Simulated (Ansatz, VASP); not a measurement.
## La2O3 in VASP and in Ansatz

```xyz
5
Lattice="3.9308 0.0000 0.0000 -1.9654 3.4042 0.0000 0.0000 0.0000 6.1120" Properties=species:S:1:pos:R:3 pbc="T T T"
La    1.9654    1.1347    4.6070
La    0.0000    2.2694    1.5050
O     1.9654    1.1347    2.1643
O     0.0000    2.2694    3.9477
O     0.0000    0.0000    0.0000
```

Alike in both runs: task relaxation of cell and atoms; functional PBE; dispersion D4; k mesh 6 × 6 × 4; occupations fermi-dirac, width 0.02 eV; no spin polarisation.

```csv
,VASP,Ansatz
version,VASP 6.6.1,Ansatz 0.2.0
potentials or method,"VASP PAW PBE potentials, release 64 (La, O), cutoff 600 eV","plane waves, PAW"
valence electrons in the cell,40,40
```

VASP gave:

- relaxed volume (Å³/atom): 16.19
- relaxed cell length with the largest relative difference (Å): 6.095

Q: Estimate Ansatz's values.

A: Relaxed volume (Å³/atom): 16.24; relaxed cell length with the largest relative difference (Å): 6.103.

Spin-orbit coupling is off throughout.
